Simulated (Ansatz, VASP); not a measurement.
One calculation of Ta, two programs

Contents of INCAR:

```
  PREC = Accurate
  ENCUT = 520
  EDIFF = 1E-7
  ISMEAR = 0
  SIGMA = 0.15
  LREAL = F
  LASPH = T
  NELM = 80
  ALGO = Fast
  ISIF = 2
  LWAVE = F
  LCHARG = F
  GGA = PS
  NBANDS = 12
```

Contents of KPOINTS:

```
Automatic mesh
0
Gamma
  22 22 22
```

Contents of POSCAR:

```
Ta
1.0
   -1.4672091749      1.4672091749      2.1318549311
    1.4672091749     -1.4672091749      2.1318549311
    1.4672091749      1.4672091749     -2.1318549311
Ta
1
Direct
    0.0000000000      0.0000000000      0.0000000000
```

Input for Ansatz:

```yaml
crystal:
  lattice:
    - [-1.4672091749, 1.4672091749, 2.1318549311]
    - [1.4672091749, -1.4672091749, 2.1318549311]
    - [1.4672091749, 1.4672091749, -2.1318549311]
  atoms:
    - { symbol: Ta, position: [0.0, 0.0, 0.0] }
basis:
  ecutwfc: 420
kpoints:
  mp_grid: { grid: [22, 22, 22] }
hamiltonian:
  xc: pbesol
  pseudopotentials: { kind: paw, azcp: { folder: soft_1 } }
scf:
  occupations: { method: gaussian, width: 0.15 }
output:
  forces: true
  stress: true
  eigenvalues: true
  write_density: true
  write_potential: true
  elf: true
  volumetric_format: npy
```

Alike in both runs: task single point; functional PBEsol; k mesh 22 × 22 × 22; occupations gaussian, width 0.15 eV; no spin polarisation.

|  | VASP | Ansatz |
| --- | --- | --- |
| version | VASP 6.6.1 | Ansatz 0.2.0 |
| potentials or method | VASP PAW PBE potentials, release 64 (Ta_pv), cutoff 520 eV | scalar-relativistic, plane waves, PAW |
| valence electrons in the cell | 11 | 13 |

|  | VASP | Ansatz | Ansatz less VASP |
| --- | --- | --- | --- |
| gap on the k mesh at the Fermi level (eV) | none | none | - |
| pressure (GPa) | -1.7 | -1.8 | -0.09 |
| traceless stress, the component that is largest in VASP (GPa) | 2.56 | 2.55 | -0.009 |

VASP's potentials were made for PBE, not for PBEsol, and Ansatz warns of the same on its side. A gap of «none» marks a metal or a gap that the smearing closes. VASP's potentials hold 11 valence electrons a cell and Ansatz's 13, so a difference there can come from the potentials and not from the codes.

Neither program's run includes spin-orbit coupling.
